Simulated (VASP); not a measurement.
# YAlCu (P-62m) in VASP: further runs, part 2 of 2

VASP 6.6.1. Earlier steps stand in the parts before.

### 5 Single point, LDA

This run uses another cell than the first one, of 17.98 Å³/atom.

INCAR

```
SYSTEM = YAlCu
  PREC = Accurate
  ENCUT = 520
  EDIFF = 1E-6
  ISMEAR = -1
  SIGMA = 0.05
  LREAL = .FALSE.
  LASPH = .TRUE.
  NELM = 80
  ALGO = Normal
  ISIF = 2
  LWAVE = .FALSE.
  LCHARG = .FALSE.
  GGA = CA
  NBANDS = 48
```

KPOINTS

```
Automatic mesh
0
G
  5 5 7
  0 0 0
```

POSCAR

```
YAlCu
1.0
    6.8926509960      0.0000000000      0.0000000000
   -3.4463259889      5.9692107581      0.0000000000
    0.0000000000      0.0000000000      3.9319857255
Y Al Cu
3 3 3
Direct
    0.0000000000      0.4141860000      0.5000000000
    0.5858140000      0.5858140000      0.5000000000
    0.4141860000      0.0000000000      0.5000000000
    0.0000000000      0.7673690000      0.0000000000
    0.2326310000      0.2326310000      0.0000000000
    0.7673690000      0.0000000000      0.0000000000
    0.3333333333      0.6666666667      0.0000000000
    0.6666666667      0.3333333333      0.0000000000
    0.0000000000      0.0000000000      0.5000000000
```

Potentials or basis: VASP PAW LDA potentials, release 64 (Y_sv, Al, Cu).

Command:

```sh
cat potpaw_LDA.64/Y_sv/POTCAR potpaw_LDA.64/Al/POTCAR potpaw_LDA.64/Cu/POTCAR > POTCAR
mpirun -np 1 vasp_std > vasp.out
```

OUTCAR:

```text
SYSTEM = YAlCu
   PREC = Accurate
   ENCUT = 520
   EDIFF = 1E-6
   ISMEAR = -1
   LREAL = .FALSE.
   LASPH = .TRUE.
   NELM = 80
   ISIF = 2
   GGA = CA

 ion  position               nearest neighbor table
   1  0.000  0.414  0.500-   9 2.85   7 2.86   7 2.86   8 2.86   8 2.86   4 3.13   4 3.13   6 3.16
                             6 3.16   5 3.16   5 3.16   3 3.60   3 3.60   2 3.60   2 3.60
   2  0.586  0.586  0.500-   9 2.85   7 2.86   7 2.86   8 2.86   8 2.86   5 3.13   5 3.13   4 3.16
                             4 3.16   6 3.16   6 3.16   1 3.60   3 3.60   1 3.60   3 3.60
   3  0.414  0.000  0.500-   9 2.85   8 2.86   8 2.86   7 2.86   7 2.86   6 3.13   6 3.13   4 3.16
                             4 3.16   5 3.16   5 3.16   1 3.60   1 3.60   2 3.60   2 3.60
   4  0.000  0.767  0.000-   9 2.54   9 2.54   8 2.71   7 2.71   5 2.78   6 2.78   1 3.13   1 3.13
                             3 3.16   3 3.16   2 3.16   2 3.16
   5  0.233  0.233  0.000-   9 2.54   9 2.54   8 2.71   7 2.71   6 2.78   4 2.78   2 3.13   2 3.13
                             1 3.16   1 3.16   3 3.16   3 3.16
   6  0.767  0.000  0.000-   9 2.54   9 2.54   7 2.71   8 2.71   5 2.78   4 2.78   3 3.13   3 3.13
                             1 3.16   1 3.16   2 3.16   2 3.16
   7  0.333  0.667  0.000-   6 2.71   5 2.71   4 2.71   1 2.86   1 2.86   3 2.86   3 2.86   2 2.86
                             2 2.86
[... 1225 lines left out ...]
------------------------ aborting loop because EDIFF is reached ----------------------------------------

  FORCE on cell =-STRESS in cart. coord.  units (eV):
  Direction    XX          YY          ZZ          XY          YZ          ZX
  --------------------------------------------------------------------------------------
  -------------------------------------------------------------------------------------
  Total        0.2555477      0.2555476     -0.2675389     -0.0000000      0.0000000      0.0000000
  in kB        2.5308555      2.5308554     -2.6496127     -0.0000002      0.0000000      0.0000000
  external PRESSURE =       0.8040327 kB  Pullay stress =       0.0000000 kB

 VOLUME and BASIS-vectors are now :
 -----------------------------------------------------------------------------
  energy-cutoff  :      520.00
  volume of cell :      161.78
      direct lattice vectors                 reciprocal lattice vectors
     6.892650996  0.000000000  0.000000000     0.145082059  0.083763179  0.000000000
    -3.446325989  5.969210758  0.000000000     0.000000000  0.167526335  0.000000000
     0.000000000  0.000000000  3.931985726     0.000000000  0.000000000  0.254324423

 POSITION                                       TOTAL-FORCE (eV/Angst)
 -----------------------------------------------------------------------------------
     -1.42742      2.47236      1.96599        -0.038889      0.067357     -0.000000
      2.01891      3.49685      1.96599        -0.038889     -0.067357     -0.000000
      2.85484      0.00000      1.96599         0.077777      0.000000      0.000000
     -2.64460      4.58059      0.00000         0.116330     -0.201490     -0.000000
      0.80172      1.38862      0.00000         0.116330      0.201490     -0.000000
      5.28921      0.00000      0.00000        -0.232660      0.000000     -0.000000
     -0.00000      3.97947      0.00000        -0.000000      0.000000     -0.000000
      3.44633      1.98974      0.00000         0.000000      0.000000     -0.000000
      0.00000      0.00000      1.96599         0.000000      0.000000     -0.000000
 -----------------------------------------------------------------------------------
    total drift:                                0.000003      0.000008     -0.000001

  FREE ENERGIE OF THE ION-ELECTRON SYSTEM (eV)
  ---------------------------------------------------
  free  energy   TOTEN  =       -51.8405083132 eV

  energy  without entropy=      -51.7908792530  energy(sigma->0) =      -51.81569378
```

OSZICAR:

```text
N       E                     dE             d eps       ncg     rms          rms(c)
DAV:   1     0.685801688973E+03    0.68580E+03   -0.31443E+04  1920   0.180E+03
DAV:   2     0.230130037061E+02   -0.66279E+03   -0.64337E+03  1928   0.457E+02
DAV:   3    -0.507623036121E+02   -0.73775E+02   -0.69520E+02  2776   0.156E+02
DAV:   4    -0.583558022662E+02   -0.75935E+01   -0.74909E+01  3616   0.432E+01
DAV:   5    -0.587168489409E+02   -0.36105E+00   -0.36074E+00  3296   0.881E+00    0.675E+01
DAV:   6    -0.634837364699E+02   -0.47669E+01   -0.16964E+02  2464   0.215E+02    0.369E+01
DAV:   7    -0.522294508771E+02    0.11254E+02   -0.77794E+01  2760   0.105E+02    0.258E+01
DAV:   8    -0.526269336380E+02   -0.39748E+00   -0.77084E+00  3144   0.479E+01    0.115E+01
DAV:   9    -0.519182556778E+02    0.70868E+00   -0.28228E+00  3056   0.336E+01    0.534E+00
DAV:  10    -0.518464118389E+02    0.71844E-01   -0.61733E-01  2896   0.130E+01    0.175E+00
DAV:  11    -0.518426855618E+02    0.37263E-02   -0.11848E-01  2936   0.188E+00    0.109E+00
DAV:  12    -0.518405016259E+02    0.21839E-02   -0.15390E-02  3552   0.219E+00    0.134E-01
DAV:  13    -0.518405654911E+02   -0.63865E-04   -0.30515E-03  3048   0.680E-01    0.838E-02
DAV:  14    -0.518405114830E+02    0.54008E-04   -0.52198E-04  3344   0.334E-01    0.264E-02
DAV:  15    -0.518405106152E+02    0.86775E-06   -0.49477E-05  2640   0.122E-01    0.149E-02
DAV:  16    -0.518405082686E+02    0.23467E-05   -0.14022E-05  2624   0.590E-02    0.823E-03
DAV:  17    -0.518405083132E+02   -0.44620E-07   -0.11467E-06  1448   0.144E-02
   1 F= -.51840508E+02 E0= -.51815694E+02  d E =-.496291E-01
```

stdout:

```text
POSCAR found type information on POSCAR Y AlCu
 POSCAR found :  3 types and       9 ions
 scaLAPACK will be used
 LDA part: xc-table for (Slater(with rela. corr.)+CA(PZ))
 , standard interpolation
 POSCAR, INCAR and KPOINTS ok, starting setup
 FFT: planning ... GRIDC
 FFT: planning ... GRID_SOFT
 FFT: planning ... GRID
 WAVECAR not read
 entering main loop
```

Run time: 3.4 min. Hardware: 1 thread of Intel Xeon Platinum 8488C (Sapphire Rapids), shared host; peak memory 0.31 GiB.

What came out:

```
Free energy            : -51.8405 eV
Pressure               : 0.1 GPa
Largest force          : 0.233 eV/Å
Band gap on the k mesh : zero (an odd number of electrons rules out a gap without spin polarisation)
```

Forces on the atoms (eV/Å):
```
Y   -0.039  0.067  0.000
Y   -0.039 -0.067  0.000
Y    0.078  0.000  0.000
Al   0.116 -0.201  0.000
Al   0.116  0.201  0.000
Al  -0.233  0.000  0.000
Cu   0.000  0.000  0.000
Cu   0.000  0.000  0.000
Cu   0.000  0.000  0.000
```

### 6 Single point, LDA

This run uses another cell than the first one, of 18.48 Å³/atom.

INCAR

```
SYSTEM = YAlCu
ALGO = Normal ; EDIFF = 1E-6
ENCUT = 520 ; ISIF = 2
ISMEAR = -1 ; LASPH = .True.
LCHARG = .True. ; LELF = .True.
LREAL = .False. ; LVHAR = .True.
LWAVE = .False. ; NBANDS = 48
NELM = 100 ; PREC = Accurate
SIGMA = 0.05
```

KPOINTS

```
k-points
0
Gamma
  5 5 7
  0 0 0
```

POSCAR, as its differences from that of step 5:

```diff
@@ -2,5 +2,5 @@
 1.0
-    6.8926509960      0.0000000000      0.0000000000
-   -3.4463259889      5.9692107581      0.0000000000
-    0.0000000000      0.0000000000      3.9319857255
+    6.9567723618      0.0000000000      0.0000000000
+   -3.4783866764      6.0247414888      0.0000000000
+    0.0000000000      0.0000000000      3.9685644374
 Y Al Cu
```

Potentials or basis: VASP PAW LDA potentials, release 64 (Y_sv, Al, Cu).

Command:

```sh
cat potpaw_LDA.64/Y_sv/POTCAR potpaw_LDA.64/Al/POTCAR potpaw_LDA.64/Cu/POTCAR > POTCAR
mpirun -np 1 vasp_std > vasp.out
```

It took 3.3 min on 1 thread of Intel Xeon Platinum 8488C (Sapphire Rapids), shared host; peak memory 0.32 GiB.

Results (log left out):

| Item | Value |
| --- | --- |
| Free energy | -51.8060 eV |
| Pressure | -2.4 GPa |
| Largest force | 0.180 eV/Å |
| Band gap on the k mesh | zero (an odd number of electrons rules out a gap without spin polarisation) |

Forces on the atoms (eV/Å):
```
Y   -0.022  0.039  0.000
Y   -0.022 -0.039  0.000
Y    0.045  0.000  0.000
Al   0.090 -0.156  0.000
Al   0.090  0.156  0.000
Al  -0.180  0.000  0.000
Cu   0.000  0.000  0.000
Cu   0.000  0.000  0.000
Cu   0.000  0.000  0.000
```

Stress tensor (GPa, compression positive):
```
-2.26  0.00  0.00
 0.00 -2.26  0.00
 0.00  0.00 -2.82
```

Levels at points of the mesh, in eV from the Fermi level:
| k point | band 34 | band 35 | band 36 | band 37 | band 38 | band 39 | band 40 | band 41 |
| --- | --- | --- | --- | --- | --- | --- | --- | --- |
| (0.00, 0.00, 0.00) | -2.71 | 0.13 | 0.23 | 0.37 | 0.78 | 0.78 | 1.33 | 1.33 |

### 7 The runs side by side

| cell | gap on the mesh (eV) | pressure (GPa) | largest force (eV/Å) |
| --- | --- | --- | --- |
| a = 7.142, b = 7.142, c = 4.074 Å, angles 90.0, 90.0, 120.0°, 9 atoms | none | -8.3 | 0.05 |
| a = 7.202, b = 7.202, c = 4.109 Å, angles 90.0, 90.0, 120.0°, 9 atoms | none | -9.7 | 0.05 |
| a = 6.827, b = 6.827, c = 3.895 Å, angles 90.0, 90.0, 120.0°, 9 atoms | none | 3.0 | 0.29 |
| a = 6.893, b = 6.893, c = 3.932 Å, angles 90.0, 90.0, 120.0°, 9 atoms | none | 0.1 | 0.23 |
| a = 6.957, b = 6.957, c = 3.969 Å, angles 90.0, 90.0, 120.0°, 9 atoms | none | -2.4 | 0.18 |

Alike in all rows: task single point; level LDA; potentials or basis VASP PAW LDA potentials, release 64 (Y_sv, Al, Cu); no spin polarisation; k mesh 5 × 5 × 7; cutoff (eV) 520; smearing fermi-dirac 0.05 eV.

Caveats: the cell stands under tension (at least some runs).

Absolute energies hang on the potentials; compare differences alone.
